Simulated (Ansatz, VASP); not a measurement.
O: VASP beside Ansatz

Contents of INCAR:

```
  ALGO = Normal
  EDIFF = 1E-7
  EDIFFG = -0.01
  ENCUT = 520
  GGA = PS
  IBRION = 2
  ISIF = 2
  ISMEAR = -1
  ISPIN = 2
  LASPH = True
  LCHARG = False
  LORBIT = 11
  LREAL = False
  LWAVE = False
  MAGMOM = 1 1
  NELM = 150
  NSW = 80
  PREC = Accurate
  SIGMA = 0.02
```

KPOINTS

```
k-points
0
Gamma
  1 1 1
```

POSCAR

```
O
1.0
    9.0000000000      0.0000000000      0.0000000000
    0.0000000000      9.5000000000      0.0000000000
    0.0000000000      0.0000000000     10.0000000000
O
2
Direct
    0.5000000000      0.5000000000      0.4385000000
    0.5000000000      0.5000000000      0.5615000000
```

Input for Ansatz:

```yaml
crystal:
  lattice:
    - [9.0, 0.0, 0.0]
    - [0.0, 9.5, 0.0]
    - [0.0, 0.0, 10.0]
  atoms:
    - { symbol: O, position: [0.5, 0.5, 0.4385] }
    - { symbol: O, position: [0.5, 0.5, 0.5615] }
basis:
  ecutwfc: 550.0
kpoints:
  mp_grid:
    grid: [1, 1, 1]
hamiltonian:
  xc: pbesol
magnetization:
  spin_polarized: true
  per_species:
    O: 1.0
scf:
  occupations:
    method: fermi_dirac
    width: 0.02
relax:
  f_tol: 0.01
output:
  stress: true
```

Alike in both runs: task relaxation of the atoms; functional PBEsol; k mesh 1 × 1 × 1; occupations fermi-dirac, width 0.02 eV; collinear spin.

|  | VASP | Ansatz |
| --- | --- | --- |
| version | VASP 6.6.1 | Ansatz 0.2.0 |
| potentials or method | VASP PAW PBE potentials, release 64 (O), cutoff 520 eV | plane waves, PAW |
| valence electrons in the cell | 12 | 12 |

```tsv
	VASP	Ansatz	Ansatz less VASP
net moment per atom (μB)	1.00	1.00	0.000
size of the moment on the site where the two differ most (μB)	0.81	0.55	-0.258
```

VASP's potentials were made for PBE, not for PBEsol. Site moments also hang on the region over which each program counts them. Ansatz's warnings: end state compared, stress scf threshold loose.

Noted on VASP's run: the standard files for N, O and F lose accuracy on very short bonds.
